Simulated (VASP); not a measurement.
Here is a VASP 6.6.1 calculation.

Contents of POSCAR:

```
ZrB
1.0
    0.0000000000      2.3250013489      2.3250013489
    2.3250013489      0.0000000000      2.3250013489
    2.3250013489      2.3250013489      0.0000000000
Zr B
1 1
Direct
    0.5000000000      0.5000000000      0.5000000000
    0.0000000000      0.0000000000      0.0000000000
```

The input INCAR.step1:

```
SYSTEM = ZrB
  ALGO = Normal
  EDIFF = 1E-4
  ENCUT = 520
  GGA = PE
  ISMEAR = 0
  LASPH = .TRUE.
  LCHARG = .FALSE.
  LREAL = .FALSE.
  LWAVE = .TRUE.
  NBANDS = 14
  NELM = 60
  PREC = Accurate
  SIGMA = 0.05
```

Contents of INCAR.step2:

```
SYSTEM = ZrB
  ALGO = Normal
  EDIFF = 1E-6
  ENCUT = 520
  ISIF = 2
  ISMEAR = 0
  ISTART = 1
  LASPH = .TRUE.
  LCHARG = .FALSE.
  LMIXTAU = .TRUE.
  LREAL = .FALSE.
  LWAVE = .FALSE.
  METAGGA = R2SCAN
  NBANDS = 14
  NELM = 60
  PREC = Accurate
  SIGMA = 0.05
```

Contents of KPOINTS:

```
k-points
0
G
  12 12 12
  0 0 0
```

Potentials or basis: VASP PAW PBE potentials, release 64 (Zr_sv, B).

Command:

```console
$ cat potpaw_PBE.64/Zr_sv/POTCAR potpaw_PBE.64/B/POTCAR > POTCAR
$ cp INCAR.step1 INCAR
$ mpirun -np 1 vasp_std > vasp.out
$ cp INCAR.step2 INCAR
$ mpirun -np 1 vasp_std > vasp.out
```

Q: What does it give for the pressure?

A: 36.9 GPa.

Caveat: the PAW data sets were made with another functional, which shifts forces and pressure a little.
